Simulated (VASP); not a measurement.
# Hf in VASP: single point with r2SCAN

Aim: the single point of Hf with r2SCAN.

Everything below comes from runs of VASP 6.6.1. Logs are shortened: lines on timing, memory, paths and dates and some standing lists are left out, and cuts for length are marked.

## (1) The cell of the first run

The cell holds a slab with vacuum, 8 atoms: a = 3.197 Å, b = 5.058 Å, c = 24.228 Å, α = 90.00°, β = 90.00°, γ = 90.00°.

## (2) Single point, r2SCAN

Input file POSCAR:

```
Hf
1.0
    3.1966985242      0.0000000000      0.0000000000
    0.0000000000      5.0578000000      0.0000000000
    0.0000000000      0.0000000000     24.2280737675
Hf
8
Direct
    0.0000000000      0.7500000000      0.3095582452
    0.5000000000      0.2500000000      0.3476465962
    0.4999999999      0.7500000000      0.4238232981
    0.0000000000      0.2500000000      0.4619116490
    0.0000000000      0.7500000000      0.5380883510
    0.5000000000      0.2500000000      0.5761767019
    0.4999999999      0.7500000000      0.6523534038
    0.0000000000      0.2500000000      0.6904417548
```

Input file INCAR.step1:

```
SYSTEM = Hf
ALGO = Normal
DIPOL = 0.5 0.5 0.500
EDIFF = 1E-4
ENCUT = 520
GGA = PE
IDIPOL = 3
ISMEAR = -1
LASPH = .TRUE.
LCHARG = .FALSE.
LDIPOL = .TRUE.
LREAL = .FALSE.
LWAVE = .TRUE.
NBANDS = 50
NELM = 60
PREC = Accurate
SIGMA = 0.05
```

Input file INCAR.step2:

```
SYSTEM = Hf
ALGO = Normal
DIPOL = 0.5 0.5 0.500
EDIFF = 1E-6
ENCUT = 520
IDIPOL = 3
ISIF = 2
ISMEAR = -1
ISTART = 1
LASPH = .TRUE.
LCHARG = .FALSE.
LDIPOL = .TRUE.
LMIXTAU = .TRUE.
LREAL = .FALSE.
LWAVE = .FALSE.
METAGGA = R2SCAN
NBANDS = 50
NELM = 60
PREC = Accurate
SIGMA = 0.05
```

Input file KPOINTS:

```
k-points
0
G
  8 5 1
  0 0 0
```

Potentials or basis: VASP PAW PBE potentials, release 64 (Hf_pv).

Started as:

```console
$ cat potpaw_PBE.64/Hf_pv/POTCAR > POTCAR
$ cp INCAR.step1 INCAR
$ mpirun -np 1 vasp_std > vasp.out
$ cp INCAR.step2 INCAR
$ mpirun -np 1 vasp_std > vasp.out
```

OUTCAR:

```text
SYSTEM = Hf
   EDIFF = 1E-6
   ENCUT = 520
   ISIF = 2
   ISMEAR = -1
   ISTART = 1
   LASPH = .TRUE.
   LREAL = .FALSE.
   METAGGA = R2SCAN
   NELM = 60
   PREC = Accurate

 ion  position               nearest neighbor table
   1  0.000  0.750  0.310-   2 3.13   2 3.13   2 3.13   2 3.13   3 3.20   3 3.20
   2  0.500  0.250  0.348-   3 3.13   3 3.13   1 3.13   1 3.13   1 3.13   1 3.13   4 3.20   4 3.20

   3  0.500  0.750  0.424-   4 3.13   4 3.13   2 3.13   2 3.13   4 3.13   4 3.13   1 3.20   5 3.20
                             1 3.20   5 3.20
   4  0.000  0.250  0.462-   3 3.13   3 3.13   3 3.13   3 3.13   5 3.13   5 3.13   2 3.20   2 3.20
                             6 3.20   6 3.20
   5  0.000  0.750  0.538-   6 3.13   6 3.13   6 3.13   6 3.13   4 3.13   4 3.13   7 3.20   7 3.20
                             3 3.20   3 3.20
   6  0.500  0.250  0.576-   5 3.13   5 3.13   5 3.13   5 3.13   7 3.13   7 3.13   8 3.20   8 3.20
                             4 3.20   4 3.20
   7  0.500  0.750  0.652-   6 3.13   6 3.13   8 3.13   8 3.13   8 3.13   8 3.13   5 3.20   5 3.20

   8  0.000  0.250  0.690-   7 3.13   7 3.13   7 3.13   7 3.13   6 3.20   6 3.20

  LATTYP: Found a simple orthorhombic cell.
 ALAT       =     3.1966985242
 B/A-ratio  =     1.5821948681
 C/A-ratio  =     7.5790924869

  Lattice vectors:

 A1 = (   3.1966985242,   0.0000000000,   0.0000000000)
 A2 = (   0.0000000000,   5.0578000000,   0.0000000000)
 A3 = (   0.0000000000,   0.0000000000,  24.2280737675)

Analysis of symmetry for initial positions (statically):
=====================================================================
 Subroutine PRICEL returns:
 Original cell was already a primitive cell.

 Routine SETGRP: Setting up the symmetry group for a
 simple orthorhombic supercell.

 Subroutine GETGRP returns: Found  8 space group operations
 (whereof  4 operations were pure point group operations)
 out of a pool of  8 trial point group operations.

The static configuration has the point symmetry C_2h.
 The point group associated with its full space group is D_2h.

Analysis of symmetry for dynamics (positions and initial velocities):
=====================================================================
 Subroutine PRICEL returns:
 Original cell was already a primitive cell.

 Routine SETGRP: Setting up the symmetry group for a
 simple orthorhombic supercell.

 Subroutine GETGRP returns: Found  8 space group operations
 (whereof  4 operations were pure point group operations)
 out of a pool of  8 trial point group operations.

The dynamic configuration has the point symmetry C_2h.
 The point group associated with its full space group is D_2h.

 Subroutine INISYM returns: Found  8 space group operations
 (whereof  4 operations are pure point group operations),
 and found     1 'primitive' translations

----------------------------------------------------------------------------------------

                                     Primitive cell

  volume of cell :     391.7258

  direct lattice vectors                    reciprocal lattice vectors
     3.196698524  0.000000000  0.000000000     0.312822743  0.000000000  0.000000000
     0.000000000  5.057800000  0.000000000     0.000000000  0.197714421  0.000000000
     0.000000000  0.000000000 24.228073767     0.000000000  0.000000000  0.041274433

  length of vectors
     3.196698524  5.057800000 24.228073767     0.312822743  0.197714421  0.041274433

  position of ions in fractional coordinates (direct lattice)
     0.000000000  0.750000000  0.309558245
     0.500000000  0.250000000  0.347646596
     0.500000000  0.750000000  0.423823298
     0.000000000  0.250000000  0.461911649
     0.000000000  0.750000000  0.538088351
     0.500000000  0.250000000  0.576176702
     0.500000000  0.750000000  0.652353404
     0.000000000  0.250000000  0.690441755

  ion indices of the primitive-cell ions
   primitive index   ion index
                 1           1
                 2           2
                 3           3
                 4           4
                 5           5
                 6           6
                 7           7
                 8           8

----------------------------------------------------------------------------------------

 KPOINTS: k-points

Automatic generation of k-mesh.
 Grid dimensions read from file:
 generate k-points for:    8    5    1

 Generating k-lattice:

  Cartesian coordinates                     Fractional coordinates (reciprocal lattice)
     0.039102843  0.000000000  0.000000000     0.125000000  0.000000000  0.000000000
     0.000000000  0.039542884  0.000000000     0.000000000  0.200000000  0.000000000
     0.000000000  0.000000000  0.041274433     0.000000000  0.000000000  1.000000000

  Length of vectors
     0.039102843  0.039542884  0.041274433

  Shift w.r.t. Gamma in fractional coordinates (k-lattice)
     0.000000000  0.000000000  0.000000000

 Subroutine IBZKPT returns following result:
 ===========================================

 Found     15 irreducible k-points:

 Following reciprocal coordinates:
            Coordinates               Weight
  0.000000  0.000000  0.000000      1.000000
  0.125000  0.000000  0.000000      2.000000
  0.250000  0.000000  0.000000      2.000000
  0.375000  0.000000  0.000000      2.000000
  0.500000  0.000000  0.000000      1.000000
  0.000000  0.200000  0.000000      2.000000
  0.125000  0.200000  0.000000      4.000000
  0.250000  0.200000  0.000000      4.000000
  0.375000  0.200000  0.000000      4.000000
  0.500000  0.200000  0.000000      2.000000
  0.000000  0.400000  0.000000      2.000000
  0.125000  0.400000  0.000000      4.000000
  0.250000  0.400000  0.000000      4.000000
  0.375000  0.400000  0.000000      4.000000
  0.500000  0.400000  0.000000      2.000000
   k-points           NKPTS =     15   k-points in BZ     NKDIM =     15   number of bands    NBANDS=     50
   number of dos      NEDOS =    301   number of ions     NIONS =      8
   total plane-waves  NPLWV = 172800
   dimension x,y,z NGX =    24 NGY =   40 NGZ =  180
   dimension x,y,z NGXF=    48 NGYF=   80 NGZF=  360
   ions per type =               8
   NGX,Y,Z   is equivalent  to a cutoff of  12.48, 13.15, 12.35 a.u.
   NGXF,Y,Z  is equivalent  to a cutoff of  24.96, 26.30, 24.70 a.u.
 SYSTEM =  Hf
   PREC   = accura    normal or accurate (medium, high low for compatibility)
   ISTART =      1    job   : 0-new  1-cont  2-samecut
   ICHARG =      0    charge: 1-file 2-atom 10-const
   ISPIN  =      1    spin polarized calculation?
   LNONCOLLINEAR =      F non collinear calculations
   LSORBIT =      F    spin-orbit coupling
   LASPH  =      T    aspherical Exc in radial PAW
   ENCUT  =  520.0 eV  38.22 Ry    6.18 a.u.   5.94  9.40 45.05*2*pi/ulx,y,z
   NELM   =     60;   NELMIN=  2; NELMDL=  0     # of ELM steps
   EDIFF  = 0.1E-05   stopping-criterion for ELM
   LREAL  =      F    real-space projection
   EDIFFG = 0.1E-04   stopping-criterion for IOM
   NSW    =      0    number of steps for IOM
   IBRION =     -1    ionic relax: 0-MD 1-quasi-New 2-CG
   NFREE  =      0    steps in history (QN), initial steepest desc. (CG)
   ISIF   =      2    stress and relaxation
   ISYM   =      2    0-nonsym 1-usesym 2-fastsym
   POTIM  = 0.5000    time-step for ionic-motion
   TEBEG  =    0.0;   TEEND  =   0.0 temperature during run
   PSTRESS=    0.0 pullay stress
   NELECT =      80.0000    total number of electrons
   NUPDOWN=      -1.0000    fix difference up-down
   EMIN   =  10.00;   EMAX   =-10.00  energy-range for DOS
   EFERMI =   0.00;   METHOD = LEGACY
   ISMEAR =    -1;   SIGMA  =   0.05  broadening in eV -4-tet -1-fermi 0-gaus
   EFERMI_NEDOS =   21; number of points for ismear=-14 and -15
   IALGO  =     38    algorithm
   IMIX   =      4    mixing-type and parameters
     AMIX     =   0.40;   BMIX     =  1.00
     AMIX_MAG =   1.60;   BMIX_MAG =  1.00
  volume/ion in A,a.u.               =      48.97       330.44
  Fermi-wavevector in a.u.,A,eV,Ry     =   0.964075  1.821837 12.645803  0.929440
  Thomas-Fermi vector in A             =   2.093675
   LORBIT       =      0    0 simple, 1 ext, 2 COOP (PROOUT), +10 PAW based schemes
   METAGGA = R2SCAN    functional components
   LHFCALC =     F    Hartree Fock is set to
   AEXX    =    0.0000 exact exchange contribution
   IVDW    =     0    specifies the selected vdW correction
   LEPSILON=     F    determine dielectric tensor
   LRPA    =     F    only Hartree local field effects (RPA)
 non-spin polarized calculation
  energy-cutoff  :      520.00
  volume of cell :      391.73
 maximum number of plane-waves:     10648
 NGX is ok and might be reduce to    24
   NGX = 11   NGY = 19   NGZ = 91

 dipolmoment           0.000000      0.000000      0.000000 electrons x Angstroem

 number of electron      79.9999994 magnetization

 dipolmoment           0.000000      0.000000     -0.000000 electrons x Angstroem

 Free energy of the ion-electron system (eV)
  ---------------------------------------------------
  ext. energy  EPLUGINS =         0.00000000
  ---------------------------------------------------
  free energy    TOTEN  =      -356.95737666 eV

  energy without entropy =     -356.85752680  energy(sigma->0) =     -356.90745173

 E-fermi :   0.2651     XC(G=0):  -6.3960

 val. band max:        0.2573782195   @ k =   0.2500   0.4000   0.0000
 cond. band min:       0.2680043007   @ k =   0.5000   0.4000   0.0000
 fundamental gap:      0.0106260812
 Fermi energy:         0.2651446015

 k-point     1 :       0.0000    0.0000    0.0000
  band No.  band energies     occupation
      1     -32.2490      2.00000
      2     -32.2477      2.00000
      3     -32.1474      2.00000
      4     -32.1417      2.00000
      5     -31.9328      2.00000
      6     -31.7593      2.00000
[... 42 lines left out ...]
     49       1.8935      0.00000
     50       1.9635      0.00000
[... 740 lines left out ...]
     49       2.2051      0.00000
     50       2.2453      0.00000

------------------------ aborting loop because EDIFF is reached ----------------------------------------

 vacuum level on the upper side and lower side of the slab       (xc-potential included)        -0.071        -0.071

  FORCE on cell =-STRESS in cart. coord.  units (eV):
  Direction    XX          YY          ZZ          XY          YZ          ZX
  --------------------------------------------------------------------------------------
  -------------------------------------------------------------------------------------
  Total       -6.5043575     -5.9887716     -3.5040355      0.0000000      0.0000000      0.0000000
  in kB      -26.6031317    -24.4943608    -14.3316719      0.0000000      0.0000000      0.0000000
  external PRESSURE =     -21.8097215 kB  Pullay stress =       0.0000000 kB

 VOLUME and BASIS-vectors are now :
 -----------------------------------------------------------------------------
  energy-cutoff  :      520.00
  volume of cell :      391.73
      direct lattice vectors                 reciprocal lattice vectors
     3.196698524  0.000000000  0.000000000     0.312822743  0.000000000  0.000000000
     0.000000000  5.057800000  0.000000000     0.000000000  0.197714421  0.000000000
     0.000000000  0.000000000 24.228073767     0.000000000  0.000000000  0.041274433

 POSITION                                       TOTAL-FORCE (eV/Angst)
 -----------------------------------------------------------------------------------
      0.00000      3.79335      7.50000         0.000000     -0.000000      0.406439
      1.59835      1.26445      8.42281        -0.000000      0.000000      0.078014
      1.59835      3.79335     10.26842         0.000000      0.000000     -0.225119
      0.00000      1.26445     11.19123         0.000000      0.000000      0.004001
      0.00000      3.79335     13.03684         0.000000      0.000000     -0.004001
      1.59835      1.26445     13.95965        -0.000000     -0.000000      0.225119
      1.59835      3.79335     15.80527         0.000000     -0.000000     -0.078014
      0.00000      1.26445     16.72807         0.000000      0.000000     -0.406439
 -----------------------------------------------------------------------------------
    total drift:                                0.000000     -0.000000      0.000000

  FREE ENERGIE OF THE ION-ELECTRON SYSTEM (eV)
  ---------------------------------------------------
  free  energy   TOTEN  =      -356.9573766591 eV

  energy  without entropy=     -356.8575267972  energy(sigma->0) =     -356.90745173

 vacuum level on the upper side and lower side of the slab         3.938         3.938
```

Wall time 35 min (1 thread of Intel Xeon Platinum 8259CL at 2.50GHz (Skylake/Cascade Lake), shared host); peak memory 0.56 GiB.

What came out:

| Quantity | Value |
| --- | --- |
| Free energy | -356.9574 eV |
| Largest force | 0.406 eV/Å |
| Band gap on the k mesh | zero (band 40 reaches 0.82 eV, above the bottom of band 41 at 0.11 eV) |

Forces on the atoms (eV/Å):
```
Hf   0.000  0.000  0.406
Hf   0.000  0.000  0.078
Hf   0.000  0.000 -0.225
Hf   0.000  0.000  0.004
Hf   0.000  0.000 -0.004
Hf   0.000  0.000  0.225
Hf   0.000  0.000 -0.078
Hf   0.000  0.000 -0.406
```

Caveat: the PAW data sets were made with another functional, which shifts forces and pressure a little; spin-orbit coupling is left out, which moves the levels of the heavy elements.
